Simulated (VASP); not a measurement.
Input of a VASP 6.6.1 run:

File INCAR:

```
  PREC = Accurate
  ENCUT = 520
  EDIFF = 1E-6
  ISMEAR = -1
  SIGMA = 0.05
  LREAL = False
  LASPH = True
  NELM = 100
  ALGO = Normal
  ISIF = 2
  LWAVE = False
  LCHARG = False
  GGA = RE
  NBANDS = 16
```

The input KPOINTS:

```
regular mesh
0
Gamma
  12 12 6
```

Contents of POSCAR:

```
BN
1.0
    2.5648966012      0.0000000000      0.0000000000
   -1.2824483006      2.2212656147      0.0000000000
    0.0000000000      0.0000000000      4.2408168440
N B
2 2
Direct
    0.3333333333      0.6666666667      0.1251539125
    0.6666666667      0.3333333333      0.6251539125
    0.3333333333      0.6666666667      0.4998460875
    0.6666666667      0.3333333333      0.9998460875
```

Potentials or basis: VASP PAW PBE potentials, release 64 (N, B).

Launch:

```bash
$ cat potpaw_PBE.64/N/POTCAR potpaw_PBE.64/B/POTCAR > POTCAR
$ mpirun -np 1 vasp_std > vasp.out
```

Estimate the band gap on the k mesh.

5.28 eV, indirect (least direct gap 8.22 eV).

Estimate the pressure.

0.2 GPa.

Forces on the atoms (eV/Å):
```
N    0.000  0.000  0.003
N    0.000  0.000  0.003
B    0.000  0.000 -0.003
B    0.000  0.000 -0.003
```

Caveat: the PAW data sets were made with another functional, which shifts forces and pressure a little. A k mesh can miss the band edges.
